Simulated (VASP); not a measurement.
# CoO (Fm-3m) in VASP: further runs

The runs below take CoO through electric field gradients, with PBE.

Everything below comes from runs of VASP 6.6.1. Logs are shortened: lines on timing, memory, paths and dates and some standing lists are left out, and cuts for length are marked.

**1. The cell of the first run**

The structure is cubic, space group Fm-3m (No. 225). The conventional cell has a = 4.263 Å, b = 4.263 Å, c = 4.263 Å, α = 90.00°, β = 90.00°, γ = 90.00°. Co (site symmetry m-3m) has 6 O at 2.13 Å within 2.8 Å. O (site symmetry m-3m) has 6 Co at 2.13 Å within 2.8 Å.

**2. Electric field gradients, PBE, collinear spin, ferromagnetic start**

INCAR reads:

```
  PREC = Accurate
  ENCUT = 520
  EDIFF = 1E-8
  ISMEAR = -1
  SIGMA = 0.05
  LREAL = F
  LASPH = T
  NELM = 150
  ALGO = Normal
  ISIF = 2
  LWAVE = F
  LCHARG = F
  ISPIN = 2
  MAGMOM = 2 0
  LORBIT = 11
  LMAXMIX = 4
  GGA = PE
  LEFG = T
  NBANDS = 18
```

KPOINTS reads:

```
Automatic mesh
0
Gamma
  15 15 15
```

POSCAR reads:

```
CoO
1.0
    0.0000000000      2.1315000000      2.1315000000
    2.1315000000      0.0000000000      2.1315000000
    2.1315000000      2.1315000000      0.0000000000
Co O
1 1
Direct
    0.0000000000      0.0000000000      0.0000000000
    0.5000000000      0.5000000000      0.5000000000
```

Potentials or basis: VASP PAW PBE potentials, release 64 (Co, O).

Command:

```sh
$ cat potpaw_PBE.64/Co/POTCAR potpaw_PBE.64/O/POTCAR > POTCAR
$ mpirun -np 1 vasp_std > vasp.out
```

OUTCAR:

```text
PREC = Accurate
   ENCUT = 520
   EDIFF = 1E-8
   ISMEAR = -1
   LREAL = F
   LASPH = T
   NELM = 150
   ISIF = 2
   ISPIN = 2
   LORBIT = 11
   GGA = PE

 ion  position               nearest neighbor table
   1  0.000  0.000  0.000-   2 2.13   2 2.13   2 2.13   2 2.13   2 2.13   2 2.13
   2  0.500  0.500  0.500-   1 2.13   1 2.13   1 2.13   1 2.13   1 2.13   1 2.13

  LATTYP: Found a face centered cubic cell.
 ALAT       =     4.2630000000

  Lattice vectors:

 A1 = (   0.0000000000,   2.1315000000,   2.1315000000)
 A2 = (   2.1315000000,   0.0000000000,   2.1315000000)
 A3 = (   2.1315000000,   2.1315000000,   0.0000000000)

Analysis of symmetry for initial positions (statically):
=====================================================================
 Subroutine PRICEL returns:
 Original cell was already a primitive cell.

 Routine SETGRP: Setting up the symmetry group for a
 face centered cubic supercell.

 Subroutine GETGRP returns: Found 48 space group operations
 (whereof 48 operations were pure point group operations)
 out of a pool of 48 trial point group operations.

The static configuration has the point symmetry O_h .

Analysis of symmetry for dynamics (positions and initial velocities):
=====================================================================
 Subroutine PRICEL returns:
 Original cell was already a primitive cell.

 Routine SETGRP: Setting up the symmetry group for a
 face centered cubic supercell.

 Subroutine GETGRP returns: Found 48 space group operations
 (whereof 48 operations were pure point group operations)
 out of a pool of 48 trial point group operations.

The dynamic configuration has the point symmetry O_h .

Analysis of structural, dynamic, and magnetic symmetry:
=====================================================================
 Subroutine PRICEL returns:
 Original cell was already a primitive cell.

 Routine SETGRP: Setting up the symmetry group for a
 face centered cubic supercell.

 Subroutine GETGRP returns: Found 48 space group operations
 (whereof 48 operations were pure point group operations)
 out of a pool of 48 trial point group operations.

The overall configuration has the point symmetry O_h .

 Subroutine INISYM returns: Found 48 space group operations
 (whereof 48 operations are pure point group operations),
 and found     1 'primitive' translations

----------------------------------------------------------------------------------------

                                     Primitive cell

  volume of cell :      19.3681

  direct lattice vectors                    reciprocal lattice vectors
     0.000000000  2.131500000  2.131500000    -0.234576589  0.234576589  0.234576589
     2.131500000  0.000000000  2.131500000     0.234576589 -0.234576589  0.234576589
     2.131500000  2.131500000  0.000000000     0.234576589  0.234576589 -0.234576589

  length of vectors
     3.014396208  3.014396208  3.014396208     0.406298571  0.406298571  0.406298571

  position of ions in fractional coordinates (direct lattice)
     0.000000000  0.000000000  0.000000000
     0.500000000  0.500000000  0.500000000

  ion indices of the primitive-cell ions
   primitive index   ion index
                 1           1
                 2           2

----------------------------------------------------------------------------------------

 KPOINTS: Automatic mesh

Automatic generation of k-mesh.
 Grid dimensions read from file:
 generate k-points for:   15   15   15

 Generating k-lattice:

  Cartesian coordinates                     Fractional coordinates (reciprocal lattice)
    -0.015638439  0.015638439  0.015638439     0.066666667  0.000000000  0.000000000
     0.015638439 -0.015638439  0.015638439     0.000000000  0.066666667  0.000000000
     0.015638439  0.015638439 -0.015638439     0.000000000  0.000000000  0.066666667

  Length of vectors
     0.027086571  0.027086571  0.027086571

  Shift w.r.t. Gamma in fractional coordinates (k-lattice)
     0.000000000  0.000000000  0.000000000

 Subroutine IBZKPT returns following result:
 ===========================================

 Found    120 irreducible k-points:

 Following reciprocal coordinates:
            Coordinates               Weight
  0.000000  0.000000  0.000000      1.000000
  0.066667  0.000000  0.000000      8.000000
  0.133333  0.000000  0.000000      8.000000
  0.200000  0.000000  0.000000      8.000000
  0.266667  0.000000  0.000000      8.000000
  0.333333  0.000000  0.000000      8.000000
[... 16 lines left out ...]
  0.133333  0.133333  0.000000      6.000000
  0.200000  0.133333  0.000000     24.000000
 [... further k-points ...]
   k-points           NKPTS =    120   k-points in BZ     NKDIM =    120   number of bands    NBANDS=     18
   number of dos      NEDOS =    301   number of ions     NIONS =      2
   total plane-waves  NPLWV =  13824
   dimension x,y,z NGX =    24 NGY =   24 NGZ =   24
   dimension x,y,z NGXF=    48 NGYF=   48 NGZF=   48
   ions per type =               1   1
   NGX,Y,Z   is equivalent  to a cutoff of  13.24, 13.24, 13.24 a.u.
   NGXF,Y,Z  is equivalent  to a cutoff of  26.47, 26.47, 26.47 a.u.
 SYSTEM =  unknown system
   PREC   = accura    normal or accurate (medium, high low for compatibility)
   ISTART =      0    job   : 0-new  1-cont  2-samecut
   ICHARG =      2    charge: 1-file 2-atom 10-const
   ISPIN  =      2    spin polarized calculation?
   LNONCOLLINEAR =      F non collinear calculations
   LSORBIT =      F    spin-orbit coupling
   LASPH  =      T    aspherical Exc in radial PAW
   ENCUT  =  520.0 eV  38.22 Ry    6.18 a.u.   5.60  5.60  5.60*2*pi/ulx,y,z
   NELM   =    150;   NELMIN=  2; NELMDL= -5     # of ELM steps
   EDIFF  = 0.1E-07   stopping-criterion for ELM
   LREAL  =      F    real-space projection
   EDIFFG = 0.1E-06   stopping-criterion for IOM
   NSW    =      0    number of steps for IOM
   IBRION =     -1    ionic relax: 0-MD 1-quasi-New 2-CG
   NFREE  =      0    steps in history (QN), initial steepest desc. (CG)
   ISIF   =      2    stress and relaxation
   ISYM   =      2    0-nonsym 1-usesym 2-fastsym
   POTIM  = 0.5000    time-step for ionic-motion
   TEBEG  =    0.0;   TEEND  =   0.0 temperature during run
   PSTRESS=    0.0 pullay stress
   NELECT =      15.0000    total number of electrons
   NUPDOWN=      -1.0000    fix difference up-down
   EMIN   =  10.00;   EMAX   =-10.00  energy-range for DOS
   EFERMI =   0.00;   METHOD = LEGACY
   ISMEAR =    -1;   SIGMA  =   0.05  broadening in eV -4-tet -1-fermi 0-gaus
   EFERMI_NEDOS =   21; number of points for ismear=-14 and -15
   IALGO  =     38    algorithm
   IMIX   =      4    mixing-type and parameters
     AMIX     =   0.40;   BMIX     =  1.00
     AMIX_MAG =   1.60;   BMIX_MAG =  1.00
  volume/ion in A,a.u.               =       9.68        65.35
  Fermi-wavevector in a.u.,A,eV,Ry     =   1.503407  2.841027 30.752334  2.260233
  Thomas-Fermi vector in A             =   2.614521
   LORBIT       =     11    0 simple, 1 ext, 2 COOP (PROOUT), +10 PAW based schemes
   GGA     = PE    functional components
   LHFCALC =     F    Hartree Fock is set to
   AEXX    =    0.0000 exact exchange contribution
   IVDW    =     0    specifies the selected vdW correction
   LEPSILON=     F    determine dielectric tensor
   LRPA    =     F    only Hartree local field effects (RPA)
 spin polarized calculation
  energy-cutoff  :      520.00
  volume of cell :       19.37
 maximum number of plane-waves:       534
   NGX = 11   NGY = 11   NGZ = 11

 number of electron      15.0000007 magnetization       2.9106199

 Free energy of the ion-electron system (eV)
  ---------------------------------------------------
  ext. energy  EPLUGINS =         0.00000000
  ---------------------------------------------------
  free energy    TOTEN  =       -13.06183418 eV

  energy without entropy =      -13.02665342  energy(sigma->0) =      -13.04424380

 E-fermi :   7.8682     XC(G=0): -12.3952

 val. band max:        7.8678713588   @ k =  -0.4667   0.3333   0.1333
 cond. band min:       7.8681676649   @ k =   0.4667   0.2667   0.1333
 fundamental gap:      0.0002963061
 Fermi energy:         7.8681624975

 spin component 1

 k-point     1 :       0.0000    0.0000    0.0000
  band No.  band energies     occupation
      1     -12.2916      1.00000
      2       4.6106      1.00000
      3       4.6106      1.00000
      4       4.7725      1.00000
      5       4.7725      1.00000
      6       4.7725      1.00000
[... 10 lines left out ...]
     17      29.2979      0.00000
     18      32.7818      0.00000

 k-point     2 :       0.0667    0.0000    0.0000
  band No.  band energies     occupation
      1     -12.2456      1.00000
      2       4.0855      1.00000
      3       4.0855      1.00000
      4       4.1900      1.00000
      5       4.8165      1.00000
      6       4.8165      1.00000
[... 10 lines left out ...]
     17      29.9335      0.00000
     18      33.5488      0.00000
[... 442 lines left out ...]
 k-point    24 :       0.2000    0.1333    0.0000
  band No.  band energies     occupation
      1     -11.9182      1.00000
      2       2.0783      1.00000
      3       3.6182      1.00000
      4       3.6648      1.00000
      5       4.6924      1.00000
      6       4.8500      1.00000
[... 10 lines left out ...]
     17      33.4220      0.00000
     18      34.5184      0.00000

 [... further k-points ...]

 spin component 2

 k-point     1 :       0.0000    0.0000    0.0000
  band No.  band energies     occupation
      1     -11.7887      1.00000
      2       5.3329      1.00000
      3       5.3329      1.00000
      4       5.3329      1.00000
      5       6.7795      1.00000
      6       6.7795      1.00000
[... 10 lines left out ...]
     17      30.2577      0.00000
     18      33.5964      0.00000

 k-point     2 :       0.0667    0.0000    0.0000
  band No.  band energies     occupation
      1     -11.7416      1.00000
      2       4.9116      1.00000
      3       5.1625      1.00000
      4       5.1625      1.00000
      5       6.8404      1.00000
      6       6.8404      1.00000
[... 10 lines left out ...]
     17      30.7983      0.00000
     18      34.3943      0.00000
[... 442 lines left out ...]
 k-point    24 :       0.2000    0.1333    0.0000
  band No.  band energies     occupation
      1     -11.4033      1.00000
      2       3.0629      1.00000
      3       4.5373      1.00000
      4       4.6120      1.00000
      5       6.5863      1.00000
      6       7.4754      0.99961
[... 10 lines left out ...]
     17      34.1197      0.00000
     18      35.3366      0.00000

 [... further k-points ...]
[... 5 lines left out ...]
  --------------------------------------------------------------------------------------
  -------------------------------------------------------------------------------------
  Total       -0.2783852     -0.2783852     -0.2783852      0.0000000      0.0000000      0.0000000
  in kB      -23.0287661    -23.0287661    -23.0287661      0.0000000      0.0000000      0.0000000
  external PRESSURE =     -23.0287661 kB  Pullay stress =       0.0000000 kB

 VOLUME and BASIS-vectors are now :
 -----------------------------------------------------------------------------
  energy-cutoff  :      520.00
  volume of cell :       19.37
      direct lattice vectors                 reciprocal lattice vectors
     0.000000000  2.131500000  2.131500000    -0.234576589  0.234576589  0.234576589
     2.131500000  0.000000000  2.131500000     0.234576589 -0.234576589  0.234576589
     2.131500000  2.131500000  0.000000000     0.234576589  0.234576589 -0.234576589

 POSITION                                       TOTAL-FORCE (eV/Angst)
 -----------------------------------------------------------------------------------
      0.00000      0.00000      0.00000        -0.000000     -0.000000      0.000000
      2.13150      2.13150      2.13150         0.000000      0.000000      0.000000
 -----------------------------------------------------------------------------------
    total drift:                                0.000000     -0.000000     -0.000000

  FREE ENERGIE OF THE ION-ELECTRON SYSTEM (eV)
  ---------------------------------------------------
  free  energy   TOTEN  =       -13.0618341783 eV

  energy  without entropy=      -13.0266534210  energy(sigma->0) =      -13.04424380

 Electric field gradients (V/A^2)
---------------------------------------------------------------------
 ion       V_xx      V_yy      V_zz      V_xy      V_xz      V_yz
---------------------------------------------------------------------
   1      -0.000    -0.000     0.000     0.002     0.002     0.002
   2       0.000     0.000     0.000    -0.002    -0.002    -0.002
---------------------------------------------------------------------

 Electric field gradients after diagonalization (V/A^2)
 (convention: |V_zz| > |V_xx| > |V_yy|)
----------------------------------------------------------------------
 ion       V_xx      V_yy      V_zz     asymmetry (V_yy - V_xx)/ V_zz
----------------------------------------------------------------------
   1      -0.002    -0.002     0.003       0.000
   2       0.002     0.002    -0.004       0.000
----------------------------------------------------------------------

           NMR quadrupolar parameters

 Cq : quadrupolar parameter    Cq=e*Q*V_zz/h
 eta: asymmetry parameters     (V_yy - V_xx)/ V_zz
 Q  : nuclear electric quadrupole moment in mb (millibarn)
----------------------------------------------------------------------
 ion       Cq(MHz)       eta       Q (mb)
----------------------------------------------------------------------
   1       0.000       0.000       1.000
   2      -0.000       0.000       1.000
----------------------------------------------------------------------

 total charge

# of ion       s       p       d       tot
------------------------------------------
    1        0.293   0.355   7.141   7.789
    2        1.556   3.423   0.000   4.979
--------------------------------------------------
tot          1.849   3.777   7.141  12.767

 magnetization (x)

# of ion       s       p       d       tot
------------------------------------------
    1        0.020   0.018   2.523   2.561
    2        0.029   0.270   0.000   0.299
--------------------------------------------------
tot          0.049   0.288   2.523   2.860
```

Wall time 78 s (1 thread of Intel Xeon 6975P-C, shared host); peak memory 0.2 GiB.

What came out:

* Free energy: -13.0618 eV
* Pressure: -2.3 GPa
* Net moment: 2.91 μB per cell
* Site moments: Co +2.56; O +0.30 μB
* Valence electrons inside the program's atomic spheres: Co 7.79; O 4.98

Levels at points of the mesh, in eV from the Fermi level:
Spin up:
```tsv
k point	band 5	band 6	band 7	band 8	band 9	band 10	band 11	band 12	band 13	band 14
(0.00, 0.00, 0.00)	-3.10	-3.10	-3.06	-3.06	-3.06	1.00	16.86	18.13	18.13	18.13
```
Spin down:
```csv
k point,band 2,band 3,band 4,band 5,band 6,band 7,band 8,band 9,band 10,band 11
"(0.00, 0.00, 0.00)",-2.54,-2.54,-2.54,-1.09,-1.09,-1.09,0.07,0.07,1.53,16.77
```

Caveat: without QUAD_EFG the Cq values of the log hold for a quadrupole moment of 1 mb, not for the nuclei; a cell with one magnetic atom can't hold antiferromagnetic order, which such compounds often take; semilocal functionals often make such compounds metallic where correlation or magnetic order opens a gap, which also shifts bond lengths.

(Continued in part 2 of 2.)
